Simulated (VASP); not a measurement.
# Ru (Im-3m) in VASP: further runs

Ru is run at these levels: PBE; tasks: single point.

All numbers are computed with VASP 6.6.1; they aren't measurements. Logs are shortened: lines on timing, memory, paths and dates and some standing lists are left out, and cuts for length are marked.

**1. The cell of the first run**

It takes space group Im-3m (No. 229, cubic). The conventional cell has a = 2.882 Å, b = 2.882 Å, c = 2.882 Å, α = 90.00°, β = 90.00°, γ = 90.00°. Within 3.3 Å of Ru (site symmetry m-3m) lie 14 Ru at 2.50 to 2.88 Å.

This isn't the form of Ru at room conditions, which is hcp.

**2. Single point, PBE (11.96 Å³/atom)**

INCAR

```
  PREC = Accurate
  ENCUT = 500
  EDIFF = 1E-6
  ISMEAR = -1
  SIGMA = 0.08
  LREAL = False
  LASPH = True
  NELM = 120
  ALGO = Normal
  ISIF = 2
  LWAVE = False
  LCHARG = True
  GGA = PE
  LELF = True
  LVHAR = True
  NBANDS = 13
  GGA_COMPAT = False
```

KPOINTS

```
regular mesh
0
Gamma
  18 18 18
```

POSCAR

```
Ru
1.0
   -1.4407980154      1.4407980154      1.4407980154
    1.4407980154     -1.4407980154      1.4407980154
    1.4407980154      1.4407980154     -1.4407980154
Ru
1
Direct
    0.0000000000      0.0000000000      0.0000000000
```

Potentials or basis: VASP PAW PBE potentials, release 64 (Ru_pv).

Command:

```
$ cat potpaw_PBE.64/Ru_pv/POTCAR > POTCAR
$ mpirun -np 1 vasp_std > vasp.out
```

OUTCAR:

```text
PREC = Accurate
   ENCUT = 500
   EDIFF = 1E-6
   ISMEAR = -1
   LREAL = False
   LASPH = True
   NELM = 120
   ISIF = 2
   GGA = PE

 ion  position               nearest neighbor table
   1  0.000  0.000  0.000-

  LATTYP: Found a body centered cubic cell.
 ALAT       =     2.8815960308

  Lattice vectors:

 A1 = (  -1.4407980154,   1.4407980154,   1.4407980154)
 A2 = (   1.4407980154,  -1.4407980154,   1.4407980154)
 A3 = (   1.4407980154,   1.4407980154,  -1.4407980154)

Analysis of symmetry for initial positions (statically):
=====================================================================
 Subroutine PRICEL returns:
 Original cell was already a primitive cell.

 Routine SETGRP: Setting up the symmetry group for a
 body centered cubic supercell.

 Subroutine GETGRP returns: Found 48 space group operations
 (whereof 48 operations were pure point group operations)
 out of a pool of 48 trial point group operations.

The static configuration has the point symmetry O_h .

Analysis of symmetry for dynamics (positions and initial velocities):
=====================================================================
 Subroutine PRICEL returns:
 Original cell was already a primitive cell.

 Routine SETGRP: Setting up the symmetry group for a
 body centered cubic supercell.

 Subroutine GETGRP returns: Found 48 space group operations
 (whereof 48 operations were pure point group operations)
 out of a pool of 48 trial point group operations.

The dynamic configuration has the point symmetry O_h .

 Subroutine INISYM returns: Found 48 space group operations
 (whereof 48 operations are pure point group operations),
 and found     1 'primitive' translations

----------------------------------------------------------------------------------------

                                     Primitive cell

  volume of cell :      11.9638

  direct lattice vectors                    reciprocal lattice vectors
    -1.440798015  1.440798015  1.440798015     0.000000000  0.347029906  0.347029906
     1.440798015 -1.440798015  1.440798015     0.347029906  0.000000000  0.347029906
     1.440798015  1.440798015 -1.440798015     0.347029906  0.347029906  0.000000000

  length of vectors
     2.495535366  2.495535366  2.495535366     0.490774400  0.490774400  0.490774400

  position of ions in fractional coordinates (direct lattice)
     0.000000000  0.000000000  0.000000000

  ion indices of the primitive-cell ions
   primitive index   ion index
                 1           1

----------------------------------------------------------------------------------------

 KPOINTS: regular mesh

Automatic generation of k-mesh.
 Grid dimensions read from file:
 generate k-points for:   18   18   18

 Generating k-lattice:

  Cartesian coordinates                     Fractional coordinates (reciprocal lattice)
     0.000000000  0.019279439  0.019279439     0.055555556  0.000000000  0.000000000
     0.019279439  0.000000000  0.019279439     0.000000000  0.055555556  0.000000000
     0.019279439  0.019279439  0.000000000     0.000000000  0.000000000  0.055555556

  Length of vectors
     0.027265244  0.027265244  0.027265244

  Shift w.r.t. Gamma in fractional coordinates (k-lattice)
     0.000000000  0.000000000  0.000000000

 Subroutine IBZKPT returns following result:
 ===========================================

 Found    195 irreducible k-points:

 Following reciprocal coordinates:
            Coordinates               Weight
  0.000000  0.000000  0.000000      1.000000
  0.055556  0.000000  0.000000     12.000000
  0.111111  0.000000  0.000000     12.000000
  0.166667  0.000000  0.000000     12.000000
  0.222222  0.000000  0.000000     12.000000
  0.277778  0.000000  0.000000     12.000000
[... 16 lines left out ...]
  0.333333  0.111111  0.000000     48.000000
  0.388889  0.111111  0.000000     48.000000
 [... further k-points ...]
   k-points           NKPTS =    195   k-points in BZ     NKDIM =    195   number of bands    NBANDS=     13
   number of dos      NEDOS =    301   number of ions     NIONS =      1
   total plane-waves  NPLWV =   5832
   dimension x,y,z NGX =    18 NGY =   18 NGZ =   18
   dimension x,y,z NGXF=    36 NGYF=   36 NGZF=   36
   ions per type =               1
   NGX,Y,Z   is equivalent  to a cutoff of  11.99, 11.99, 11.99 a.u.
   NGXF,Y,Z  is equivalent  to a cutoff of  23.98, 23.98, 23.98 a.u.
 SYSTEM =  unknown system
   PREC   = accura    normal or accurate (medium, high low for compatibility)
   ISTART =      0    job   : 0-new  1-cont  2-samecut
   ICHARG =      2    charge: 1-file 2-atom 10-const
   ISPIN  =      1    spin polarized calculation?
   LNONCOLLINEAR =      F non collinear calculations
   LSORBIT =      F    spin-orbit coupling
   LASPH  =      T    aspherical Exc in radial PAW
   ENCUT  =  500.0 eV  36.75 Ry    6.06 a.u.   4.55  4.55  4.55*2*pi/ulx,y,z
   NELM   =    120;   NELMIN=  2; NELMDL= -5     # of ELM steps
   EDIFF  = 0.1E-05   stopping-criterion for ELM
   LREAL  =      F    real-space projection
   EDIFFG = 0.1E-04   stopping-criterion for IOM
   NSW    =      0    number of steps for IOM
   IBRION =     -1    ionic relax: 0-MD 1-quasi-New 2-CG
   NFREE  =      0    steps in history (QN), initial steepest desc. (CG)
   ISIF   =      2    stress and relaxation
   ISYM   =      2    0-nonsym 1-usesym 2-fastsym
   POTIM  = 0.5000    time-step for ionic-motion
   TEBEG  =    0.0;   TEEND  =   0.0 temperature during run
   PSTRESS=    0.0 pullay stress
   NELECT =      14.0000    total number of electrons
   NUPDOWN=      -1.0000    fix difference up-down
   EMIN   =  10.00;   EMAX   =-10.00  energy-range for DOS
   EFERMI =   0.00;   METHOD = LEGACY
   ISMEAR =    -1;   SIGMA  =   0.08  broadening in eV -4-tet -1-fermi 0-gaus
   EFERMI_NEDOS =   21; number of points for ismear=-14 and -15
   IALGO  =     38    algorithm
   IMIX   =      4    mixing-type and parameters
     AMIX     =   0.40;   BMIX     =  1.00
     AMIX_MAG =   1.60;   BMIX_MAG =  1.00
  volume/ion in A,a.u.               =      11.96        80.74
  Fermi-wavevector in a.u.,A,eV,Ry     =   1.725154  3.260067 40.493042  2.976155
  Thomas-Fermi vector in A             =   2.800708
   LORBIT       =      0    0 simple, 1 ext, 2 COOP (PROOUT), +10 PAW based schemes
   GGA     = PE    functional components
   LHFCALC =     F    Hartree Fock is set to
   AEXX    =    0.0000 exact exchange contribution
   IVDW    =     0    specifies the selected vdW correction
   LEPSILON=     F    determine dielectric tensor
   LRPA    =     F    only Hartree local field effects (RPA)
 non-spin polarized calculation
  energy-cutoff  :      500.00
  volume of cell :       11.96
 maximum number of plane-waves:       321
   NGX =  9   NGY =  9   NGZ =  9

 number of electron      14.0000002 magnetization

 Free energy of the ion-electron system (eV)
  ---------------------------------------------------
  ext. energy  EPLUGINS =         0.00000000
  ---------------------------------------------------
  free energy    TOTEN  =        -8.18541972 eV

  energy without entropy =       -8.15409757  energy(sigma->0) =       -8.16975864

 E-fermi :  15.4780     XC(G=0): -14.9080

 val. band max:       15.4756327634   @ k =   0.3889   0.1111   0.0556
 cond. band min:      15.4805426590   @ k =   0.2778   0.1111   0.1111
 fundamental gap:      0.0049098956
 Fermi energy:        15.4780289225

 k-point     1 :       0.0000    0.0000    0.0000
  band No.  band energies     occupation
      1     -27.1359      2.00000
      2     -27.1359      2.00000
      3     -27.1359      2.00000
      4       6.5604      2.00000
      5      11.9748      2.00000
      6      11.9748      2.00000
      7      11.9748      2.00000
      8      15.3199      1.75651
      9      15.3199      1.75651
     10      25.8277      0.00000
     11      32.6675      0.00000
     12      32.6675      0.00000
     13      32.6675      0.00000

 k-point     2 :       0.0556    0.0000    0.0000
  band No.  band energies     occupation
      1     -27.1886      2.00000
      2     -27.1522      2.00000
      3     -27.1363      2.00000
      4       6.7211      2.00000
      5      11.8934      2.00000
      6      11.9687      2.00000
      7      12.1198      2.00000
      8      15.2044      1.93666
      9      15.3236      1.74644
     10      25.8276      0.00000
     11      32.7752      0.00000
     12      32.9274      0.00000
     13      32.9289      0.00000

 k-point     3 :       0.1111    0.0000    0.0000
  band No.  band energies     occupation
      1     -27.3390      2.00000
      2     -27.1988      2.00000
      3     -27.1373      2.00000
      4       7.1746      2.00000
      5      11.6662      2.00000
      6      11.9400      2.00000
      7      12.5480      2.00000
      8      14.9435      1.99750
      9      15.3393      1.70002
     10      25.8277      0.00000
     11      33.0223      0.00000
     12      33.5617      0.00000
     13      33.6866      0.00000
[... 305 lines left out ...]
 k-point    23 :       0.3333    0.1111    0.0000
  band No.  band energies     occupation
      1     -28.5484      2.00000
      2     -27.6472      2.00000
      3     -27.2172      2.00000
      4       8.6205      2.00000
      5      10.1212      2.00000
      6      13.6009      2.00000
      7      15.1238      1.97642
      8      16.2427      0.00014
      9      18.8643      0.00000
     10      25.8269      0.00000
     11      29.5024      0.00000
     12      30.6564      0.00000
     13      36.1685      0.00000

 k-point    24 :       0.3889    0.1111    0.0000
  band No.  band energies     occupation
      1     -28.6607      2.00000
      2     -27.7015      2.00000
      3     -27.2194      2.00000
      4       8.4147      2.00000
      5       9.9796      2.00000
      6      14.2236      2.00000
      7      15.2554      1.88345
      8      16.6366      0.00000
      9      19.9341      0.00000
     10      25.8262      0.00000
     11      28.1720      0.00000
     12      30.0080      0.00000
     13      35.1419      0.00000

 [... further k-points ...]

------------------------ aborting loop because EDIFF is reached ----------------------------------------

  FORCE on cell =-STRESS in cart. coord.  units (eV):
  Direction    XX          YY          ZZ          XY          YZ          ZX
  --------------------------------------------------------------------------------------
  -------------------------------------------------------------------------------------
  Total        5.5281288      5.5281288      5.5281288     -0.0000000      0.0000000      0.0000000
  in kB      740.3199250    740.3199250    740.3199250     -0.0000000      0.0000000      0.0000000
  external PRESSURE =     740.3199250 kB  Pullay stress =       0.0000000 kB

 VOLUME and BASIS-vectors are now :
 -----------------------------------------------------------------------------
  energy-cutoff  :      500.00
  volume of cell :       11.96
      direct lattice vectors                 reciprocal lattice vectors
    -1.440798015  1.440798015  1.440798015     0.000000000  0.347029906  0.347029906
     1.440798015 -1.440798015  1.440798015     0.347029906  0.000000000  0.347029906
     1.440798015  1.440798015 -1.440798015     0.347029906  0.347029906  0.000000000

 POSITION                                       TOTAL-FORCE (eV/Angst)
 -----------------------------------------------------------------------------------
      0.00000      0.00000      0.00000         0.000000      0.000000      0.000000
 -----------------------------------------------------------------------------------
    total drift:                                0.000000      0.000000      0.000000

  FREE ENERGIE OF THE ION-ELECTRON SYSTEM (eV)
  ---------------------------------------------------
  free  energy   TOTEN  =        -8.1854197210 eV

  energy  without entropy=       -8.1540975665  energy(sigma->0) =       -8.16975864
```

Wall time 15 s (1 thread of Intel Xeon 8259CL, shared host); peak memory 0.14 GiB.

What came out:

* Free energy: -8.1854 eV
* Pressure: 74.0 GPa
* Band gap on the k mesh: zero (bands 7 and 8 overlap by 4.66 eV)

Caveat: the cell stands under pressure; an empty level that is flat over the whole mesh can mark a ghost state of the potentials, or a narrow d or f band.

**3. Single point, PBE (14.24 Å³/atom)**

This run uses another cell than the first one, of 14.24 Å³/atom.

INCAR

```
SYSTEM = Ru
PREC = Accurate
ENCUT = 500
EDIFF = 1E-6
ISMEAR = -1
SIGMA = 0.08
LREAL = .FALSE.
LASPH = .TRUE.
NELM = 120
ALGO = Normal
ISIF = 2
LWAVE = .FALSE.
LCHARG = .FALSE.
GGA = PE
NBANDS = 13
GGA_COMPAT = .FALSE.
```

KPOINTS

```
regular mesh
0
G
  18 18 18
  0 0 0
```

POSCAR

```
Ru
1.0
   -1.5270151280      1.5270151280      1.5270151280
    1.5270151280     -1.5270151280      1.5270151280
    1.5270151280      1.5270151280     -1.5270151280
Ru
1
Direct
    0.0000000000      0.0000000000      0.0000000000
```

Potentials or basis: VASP PAW PBE potentials, release 64 (Ru_pv).

Command:

```
$ cat potpaw_PBE.64/Ru_pv/POTCAR > POTCAR
$ mpirun -np 1 vasp_std > vasp.out
```

It took 19 s on 1 thread of Intel Xeon 8259CL, shared host; peak memory 0.15 GiB.

Results (log left out):

```yaml
Free_energy: -8.6311 eV
Pressure: -0.1 GPa
Band_gap_on_the_k_mesh: zero (bands 7 and 8 overlap by 3.54 eV)
```

Levels at points of the mesh, in eV from the Fermi level:
| k point | band 3 | band 4 | band 5 | band 6 | band 7 | band 8 | band 9 | band 10 | band 11 | band 12 |
| --- | --- | --- | --- | --- | --- | --- | --- | --- | --- | --- |
| (0.00, 0.00, 0.00) | -42.56 | -7.86 | -2.73 | -2.73 | -2.73 | -0.09 | -0.09 | 10.57 | 17.13 | 17.13 |
| (0.50, 0.00, 0.00) | -42.56 | -6.01 | -4.42 | -0.11 | 0.35 | 1.17 | 2.35 | 9.98 | 10.57 | 13.60 |
| (0.50, 0.50, 0.50) | -43.21 | -6.08 | -6.08 | 1.76 | 1.76 | 1.76 | 9.22 | 9.22 | 9.22 | 10.57 |
